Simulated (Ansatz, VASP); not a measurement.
# One calculation of LiPS3, two programs

```
Li P S
1.0
     5.67363   -3.59836   -0.06165
     5.67363    3.59836   -0.06165
    -3.93377    0.00000    5.44902
Li P S
2 2 6
Direct
  0.75853 0.24147 0.00000
  0.24147 0.75853 0.00000
  0.15113 0.15113 0.57456
  0.84887 0.84887 0.42544
  0.21811 0.78189 0.50000
  0.78189 0.21811 0.50000
  0.19089 0.19089 0.31983
  0.80911 0.80911 0.68017
  0.32243 0.32243 0.93079
  0.67757 0.67757 0.06921
```

Alike in both runs: functional PBE; k mesh 4 × 4 × 4; occupations gaussian, width 0.1 eV; no spin polarisation.

Ansatz relaxed the structure, and its values are those at the end. VASP's run is a single point on that final structure, the one shown.

|  | VASP | Ansatz |
| --- | --- | --- |
| version | VASP 6.6.1 | Ansatz 0.2.0 |
| potentials or method | VASP PAW PBE potentials, release 64 (Li_sv, P, S), cutoff 520 eV | scalar-relativistic, plane waves, PAW |
| valence electrons in the cell | 52 | 52 |

```tsv
	VASP	Ansatz	Ansatz less VASP
gap on the k mesh at the Fermi level (eV)	1.77	1.76	-0.010
least direct gap on the mesh (eV)	2.13	2.12	-0.010
rms of the force components (eV/Å)	0.046	0.008	-0.0379
```

Noted on VASP's run: the cutoff is under 1.25 times that of the potentials, so the pressure is a little rough.
